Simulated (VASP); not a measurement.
Set up this calculation in VASP 6.6.1, as the native input.

```
Task                               : single point
Functional                         : HSE06
Potentials or basis                : VASP PAW PBE potentials, release 64 (Mg, O)
Cutoff                             : 520 eV
k mesh                             : 8 × 8 × 8
Occupations                        : gaussian, width 0.01 eV
Spin                               : no spin polarisation
Dipole correction                  : no
Grid for exact exchange (PRECFOCK) : Normal
Further INCAR settings             : ALGO = Normal; EDIFF = 1e-07; NBANDS = 11
Share of exact exchange            : 0.25
Screening parameter                : 0.2079 1/Å
```

The system is MgO.

```xyz
2
Lattice="-0.0345 2.0677 2.0677 2.0677 -0.0345 2.0677 2.0677 2.0677 -0.0345" Properties=species:S:1:pos:R:3 pbc="T T T"
Mg    0.0000    0.0000    0.0000
O     2.0505    2.0505    2.0505
```

This cell differs from its parent crystal: strain along [111] -2.5%.

The input as run:

POSCAR

```
MgO
1.0
   -0.0344755456      2.0676918712      2.0676918712
    2.0676918712     -0.0344755456      2.0676918712
    2.0676918712      2.0676918712     -0.0344755456
Mg O
1 1
Direct
    0.0000000000      0.0000000000      0.0000000000
    0.5000000000      0.5000000000      0.5000000000
```

INCAR.step1

```
PREC = Accurate
ENCUT = 520
EDIFF = 1E-5
ISMEAR = 0
SIGMA = 0.01
LREAL = F
LASPH = T
NELM = 100
ALGO = Normal
ISIF = 2
LWAVE = T
LCHARG = F
GGA = PE
NBANDS = 11
```

INCAR.step2

```
PREC = Accurate
ENCUT = 520
EDIFF = 1E-7
ISMEAR = 0
SIGMA = 0.01
LREAL = F
LASPH = T
NELM = 100
ALGO = Normal
ISIF = 2
LWAVE = F
LCHARG = F
GGA = PE
LHFCALC = T
HFSCREEN = 0.2079
PRECFOCK = Normal
ISTART = 1
NBANDS = 11
```

KPOINTS

```
regular mesh
0
Gamma
  8 8 8
```

Potentials or basis: VASP PAW PBE potentials, release 64 (Mg, O).

The run is started by

```sh
$ cat potpaw_PBE.64/Mg/POTCAR potpaw_PBE.64/O/POTCAR > POTCAR
$ cp INCAR.step1 INCAR
$ mpirun -np 1 vasp_std > vasp.out
$ cp INCAR.step2 INCAR
$ mpirun -np 1 vasp_std > vasp.out
```

Results of the run:

```yaml
Pressure: 3.8 GPa
Band_gap_on_the_k_mesh: 6.63 eV
```

Caveat: the cell differs from its parent crystal (strain along [111] -2.5%); the cell stands under pressure; the PAW data sets were made with another functional, which shifts forces and pressure a little.

Run time: 80 min on 1 thread of Intel(R) Xeon(R) Platinum 8488C (Sapphire Rapids), with other jobs on the host, peak memory 0.27 GiB.
